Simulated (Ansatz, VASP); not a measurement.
## TiC in VASP and in Ansatz

The input INCAR:

```
SYSTEM = TiC
ALGO = Normal
EDIFF = 1E-6
ENCUT = 520
GGA = CA
ISIF = 2
ISMEAR = 0
LASPH = .TRUE.
LCHARG = .FALSE.
LREAL = .FALSE.
LWAVE = .FALSE.
NBANDS = 15
NELM = 80
PREC = Accurate
SIGMA = 0.15
```

KPOINTS

```
k-points
0
G
  20 20 20
  0 0 0
```

File POSCAR:

```
TiC
1.0
    0.0000000000      2.2249895759      2.0469904099
    2.2249895759      0.0000000000      2.0469904099
    2.2249895759      2.2249895759      0.0000000000
Ti C
1 1
Direct
    0.0000000000      0.0000000000      0.0000000000
    0.5000000000      0.5000000000      0.5000000000
```

Input for Ansatz:

```yaml
crystal:
  lattice:
    - [0.0, 2.2249895759, 2.0469904099]
    - [2.2249895759, 0.0, 2.0469904099]
    - [2.2249895759, 2.2249895759, 0.0]
  atoms:
    - { symbol: Ti, position: [0.0, 0.0, 0.0] }
    - { symbol: C, position: [0.5, 0.5, 0.5] }
basis:
  ecutwfc: 420
kpoints:
  mp_grid: { grid: [20, 20, 20] }
hamiltonian:
  xc: lda
scf:
  occupations: { method: gaussian, width: 0.15 }
output:
  forces: true
  stress: true
  eigenvalues: true
```

Alike in both runs: task single point; functional LDA; k mesh 20 × 20 × 20; occupations gaussian, width 0.15 eV; no spin polarisation.

```csv
,VASP,Ansatz
version,VASP 6.6.1,Ansatz 0.2.0
potentials or method,"VASP PAW LDA potentials, release 64 (Ti_sv, C), cutoff 520 eV","scalar-relativistic, plane waves, PAW"
valence electrons in the cell,16,16
```

|  | VASP | Ansatz | Ansatz less VASP |
| --- | --- | --- | --- |
| gap on the k mesh at the Fermi level (eV) | none | none | - |
| pressure (GPa) | -8.1 | -8.7 | -0.61 |
| traceless stress, the component that is largest in VASP (GPa) | 24.37 | 24.15 | -0.220 |

LDA's correlation is that of Perdew and Zunger in VASP and of Perdew and Wang (1992) in Ansatz. A gap of «none» marks a metal or a gap that the smearing closes.
